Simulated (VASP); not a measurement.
SiO2:

```
Si O
1.0
     4.05963    0.00000    0.00000
     0.00000    4.05963    0.00000
     0.00000    0.00000    2.58877
Si O
2 4
Direct
  0.00000 0.00000 0.00000
  0.50000 0.50000 0.50000
  0.30328 0.30328 0.00000
  0.19672 0.80328 0.50000
  0.80328 0.19672 0.50000
  0.69672 0.69672 0.00000
```

This cell differs from its parent crystal: strain -3.0%.

Base run:

```yaml
Program: VASP 6.6.1
Functional: r2SCAN
Potentials_or_basis: VASP PAW PBE potentials, release 64 (Si, O)
Cutoff: 520 eV
k_mesh: 6 × 6 × 10
Occupations: gaussian, width 0.01 eV
Spin: no spin polarisation
```

Its results: band gap on the k mesh 8.03 eV; pressure 36.0 GPa; largest force 0.030 eV/Å.

Q: The run is repeated on the same cell with these changes: functional from r2SCAN to PBE; occupations from gaussian, width 0.01 eV to fermi-dirac, width 0.02 eV. What comes out?

A: Band gap on the k mesh 7.08 eV; pressure 45.4 GPa; largest force 0.107 eV/Å.

Caveats: the cell stands under pressure; the PAW data sets were made with another functional, which shifts forces and pressure a little (at least some runs).

A k mesh can miss the band edges.
